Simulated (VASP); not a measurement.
# ZnSnN2 (P4/mmm) in VASP: a series of runs, part 2 of 2

VASP 6.6.1. Earlier steps stand in the parts before.

**5. Single point, PBEsol**

The input, INCAR:

```
SYSTEM = ZnSnN2
PREC = Accurate
ENCUT = 520
EDIFF = 1E-6
ISMEAR = 0
SIGMA = 0.5
LREAL = .FALSE.
LASPH = .TRUE.
NELM = 60
ALGO = Normal
ISIF = 2
LWAVE = .FALSE.
LCHARG = .FALSE.
GGA = PS
NBANDS = 26
```

The input, KPOINTS:

```
regular mesh
0
G
  6 6 4
  0 0 0
```

The input, POSCAR:

```
ZnSnN2
1.0
    3.2065606148      0.0000000000      0.0000000000
    0.0000000000      3.2065606148      0.0000000000
    0.0000000000      0.0000000000      4.3142270821
Zn N Sn
1 2 1
Direct
    0.0000000000      0.0000000000      0.0000000000
    0.0000000000      0.0000000000      0.5000000000
    0.5000000000      0.5000000000      0.0000000000
    0.5000000000      0.5000000000      0.5000000000
```

Potentials or basis: VASP PAW PBE potentials, release 64 (Zn, N, Sn_d).

Launch:

```
cat potpaw_PBE.64/Zn/POTCAR potpaw_PBE.64/N/POTCAR potpaw_PBE.64/Sn_d/POTCAR > POTCAR
mpirun -np 1 vasp_std > vasp.out
```

OUTCAR:

```text
SYSTEM = ZnSnN2
   PREC = Accurate
   ENCUT = 520
   EDIFF = 1E-6
   ISMEAR = 0
   LREAL = .FALSE.
   LASPH = .TRUE.
   NELM = 60
   ISIF = 2
   GGA = PS

 ion  position               nearest neighbor table
   1  0.000  0.000  0.000-   2 2.16   2 2.16   3 2.27   3 2.27   3 2.27   3 2.27   4 3.13   4 3.13
                             4 3.13   4 3.13   4 3.13   4 3.13   4 3.13   4 3.13
   2  0.000  0.000  0.500-   1 2.16   1 2.16   4 2.27   4 2.27   4 2.27   4 2.27
   3  0.500  0.500  0.000-   4 2.16   4 2.16   1 2.27   1 2.27   1 2.27   1 2.27
   4  0.500  0.500  0.500-   3 2.16   3 2.16   2 2.27   2 2.27   2 2.27   2 2.27   1 3.13   1 3.13
                             1 3.13   1 3.13   1 3.13   1 3.13   1 3.13   1 3.13

  LATTYP: Found a simple tetragonal cell.
 ALAT       =     3.2065606148
 C/A-ratio  =     1.3454375577

  Lattice vectors:

 A1 = (   3.2065606148,   0.0000000000,   0.0000000000)
 A2 = (   0.0000000000,   3.2065606148,   0.0000000000)
 A3 = (   0.0000000000,   0.0000000000,   4.3142270821)

Analysis of symmetry for initial positions (statically):
=====================================================================
 Subroutine PRICEL returns:
 Original cell was already a primitive cell.

 Routine SETGRP: Setting up the symmetry group for a
 simple tetragonal supercell.

 Subroutine GETGRP returns: Found 16 space group operations
 (whereof 16 operations were pure point group operations)
 out of a pool of 16 trial point group operations.

The static configuration has the point symmetry D_4h.

Analysis of symmetry for dynamics (positions and initial velocities):
=====================================================================
 Subroutine PRICEL returns:
 Original cell was already a primitive cell.

 Routine SETGRP: Setting up the symmetry group for a
 simple tetragonal supercell.

 Subroutine GETGRP returns: Found 16 space group operations
 (whereof 16 operations were pure point group operations)
 out of a pool of 16 trial point group operations.

The dynamic configuration has the point symmetry D_4h.

[... 118 lines left out ...]
   EFERMI_NEDOS =   21; number of points for ismear=-14 and -15
   IALGO  =     38    algorithm
   IMIX   =      4    mixing-type and parameters
     AMIX     =   0.40;   BMIX     =  1.00
     AMIX_MAG =   1.60;   BMIX_MAG =  1.00
  volume/ion in A,a.u.               =      11.09        74.84
  Fermi-wavevector in a.u.,A,eV,Ry     =   1.527033  2.885674 31.726461  2.331829
  Thomas-Fermi vector in A             =   2.634985
   LORBIT       =      0    0 simple, 1 ext, 2 COOP (PROOUT), +10 PAW based schemes
   GGA     = PS    functional components
   LHFCALC =     F    Hartree Fock is set to
   AEXX    =    0.0000 exact exchange contribution
   IVDW    =     0    specifies the selected vdW correction
   LEPSILON=     F    determine dielectric tensor
   LRPA    =     F    only Hartree local field effects (RPA)
 non-spin polarized calculation
 Gauss-broadening in eV      SIGMA  =   0.50
  energy-cutoff  :      520.00
  volume of cell :       44.36
 maximum number of plane-waves:      1216
 NGX is ok and might be reduce to    24
   NGX = 11   NGY = 11   NGZ = 17

 number of electron      36.0000044 magnetization

 Free energy of the ion-electron system (eV)
  ---------------------------------------------------
  ext. energy  EPLUGINS =         0.00000000
  ---------------------------------------------------
  free energy    TOTEN  =       -22.04230149 eV

  energy without entropy =      -21.96337902  energy(sigma->0) =      -22.00284025

 E-fermi :   8.2899     XC(G=0): -12.6159

 val. band max:        8.2790194436   @ k =   0.5000   0.0000   0.5000
 cond. band min:       8.5753293592   @ k =   0.0000   0.0000   0.2500
 fundamental gap:      0.2963099155
 Fermi energy:         8.2898777102

 k-point     1 :       0.0000    0.0000    0.0000
  band No.  band energies     occupation
      1     -13.8178      2.00000
      2     -13.7541      2.00000
      3     -13.4861      2.00000
      4     -13.4190      2.00000
      5     -13.4190      2.00000
      6      -9.0856      2.00000
[... 685 lines left out ...]
     25      17.0905      0.00000
     26      17.1198      0.00000

 [... further k-points ...]
[... 5 lines left out ...]
  --------------------------------------------------------------------------------------
  -------------------------------------------------------------------------------------
  Total        0.1173722      0.1173722      0.5401310      0.0000000      0.0000000      0.0000000
  in kB        4.2392986      4.2392986     19.5086739      0.0000000      0.0000000      0.0000000
  external PRESSURE =       9.3290904 kB  Pullay stress =       0.0000000 kB

 VOLUME and BASIS-vectors are now :
 -----------------------------------------------------------------------------
  energy-cutoff  :      520.00
  volume of cell :       44.36
      direct lattice vectors                 reciprocal lattice vectors
     3.206560615  0.000000000  0.000000000     0.311860626  0.000000000  0.000000000
     0.000000000  3.206560615  0.000000000     0.000000000  0.311860626  0.000000000
     0.000000000  0.000000000  4.314227082     0.000000000  0.000000000  0.231791230

 POSITION                                       TOTAL-FORCE (eV/Angst)
 -----------------------------------------------------------------------------------
      0.00000      0.00000      0.00000         0.000000      0.000000      0.000000
      0.00000      0.00000      2.15711         0.000000      0.000000      0.000000
      1.60328      1.60328      0.00000         0.000000      0.000000      0.000000
      1.60328      1.60328      2.15711         0.000000      0.000000      0.000000
 -----------------------------------------------------------------------------------
    total drift:                                0.000000     -0.000000     -0.000000

  FREE ENERGIE OF THE ION-ELECTRON SYSTEM (eV)
  ---------------------------------------------------
  free  energy   TOTEN  =       -22.0423014876 eV

  energy  without entropy=      -21.9633790208  energy(sigma->0) =      -22.00284025
```

OSZICAR:

```text
N       E                     dE             d eps       ncg     rms          rms(c)
DAV:   1     0.306545729750E+03    0.30655E+03   -0.18300E+04  1632   0.229E+03
DAV:   2     0.122855901934E+02   -0.29426E+03   -0.28057E+03  1608   0.471E+02
DAV:   3    -0.241089819437E+02   -0.36395E+02   -0.35645E+02  1830   0.152E+02
DAV:   4    -0.253058856734E+02   -0.11969E+01   -0.11909E+01  1758   0.286E+01
DAV:   5    -0.253244153698E+02   -0.18530E-01   -0.18526E-01  1882   0.380E+00    0.117E+01
DAV:   6    -0.219890441340E+02    0.33354E+01   -0.73603E+00  2330   0.637E+01    0.679E+00
DAV:   7    -0.220909857302E+02   -0.10194E+00   -0.20149E+00  1636   0.118E+01    0.384E+00
DAV:   8    -0.220557572885E+02    0.35228E-01   -0.15573E-01  2018   0.335E+00    0.165E+00
DAV:   9    -0.220448581281E+02    0.10899E-01   -0.37548E-02  1962   0.169E+00    0.386E-01
DAV:  10    -0.220422142937E+02    0.26438E-02   -0.91803E-03  2218   0.886E-01    0.170E-01
DAV:  11    -0.220423027775E+02   -0.88484E-04   -0.13223E-03  1648   0.256E-01    0.795E-02
DAV:  12    -0.220423068621E+02   -0.40847E-05   -0.53824E-05  1944   0.781E-02    0.227E-02
DAV:  13    -0.220423020856E+02    0.47766E-05   -0.13586E-05  1952   0.417E-02    0.840E-03
DAV:  14    -0.220423014876E+02    0.59801E-06   -0.25765E-06  1478   0.127E-02
   1 F= -.22042301E+02 E0= -.22002840E+02  d E =-.789225E-01
```

Run time: 13 s. Hardware: 1 thread of Intel Xeon Platinum 8559C (Emerald Rapids), shared host; peak memory 0.17 GiB.

Results:

| Quantity | Value |
| --- | --- |
| Free energy | -22.0423 eV |
| Pressure | 0.9 GPa |
| Band gap on the k mesh | zero (band 18 reaches 8.28 eV, above the bottom of band 19 at 6.04 eV) |

Stress tensor (GPa, compression positive):
```
0.42 0.00 0.00
0.00 0.42 0.00
0.00 0.00 1.95
```

Levels at points of the mesh, in eV from the Fermi level:
```
           k point  band 16  band 17  band 18  band 19  band 20  band 21
(0.00, 0.00, 0.00)    -1.90    -1.89    -1.19    -1.19     1.60     6.31
(0.50, 0.00, 0.00)    -3.96    -2.08    -0.38     3.39     4.06     6.30
(0.50, 0.50, 0.00)    -3.50    -3.01    -3.01    -2.25     2.09     7.17
(0.00, 0.00, 0.50)    -3.34    -1.66    -1.66     2.63     4.82     6.98
(0.50, 0.00, 0.50)    -1.35    -0.02    -0.01     1.89     3.25     5.90
(0.50, 0.50, 0.50)    -4.34    -4.34    -3.46     3.25     5.69     7.37
```

Caveat: the k points lie up to 0.36 Å⁻¹ apart; the PAW data sets were made with another functional, which shifts forces and pressure a little; spin-orbit coupling is left out, which moves the levels of the heavy elements.

**6. Summary**

| k mesh | smearing | gap on the mesh (eV) | pressure (GPa) |
| --- | --- | --- | --- |
| 4 × 4 × 4 | fermi-dirac 0.02 eV | none | -0.3 |
| 6 × 6 × 4 | fermi-dirac 0.02 eV | none | 0.5 |
| 6 × 6 × 4 | methfessel-paxton 0.2 eV | none | 0.5 |
| 6 × 6 × 4 | gaussian 0.5 eV | none | 0.9 |

Alike in all rows: task single point; level PBEsol; potentials or basis VASP PAW PBE potentials, release 64 (Zn, N, Sn_d); no spin polarisation; cell as given; cutoff (eV) 520.

Caveats: all runs use coarse meshes; the PAW data sets were made with another functional, which shifts forces and pressure a little; spin-orbit coupling is left out, which moves the levels of the heavy elements.

Absolute energies hang on the potentials; compare differences alone.
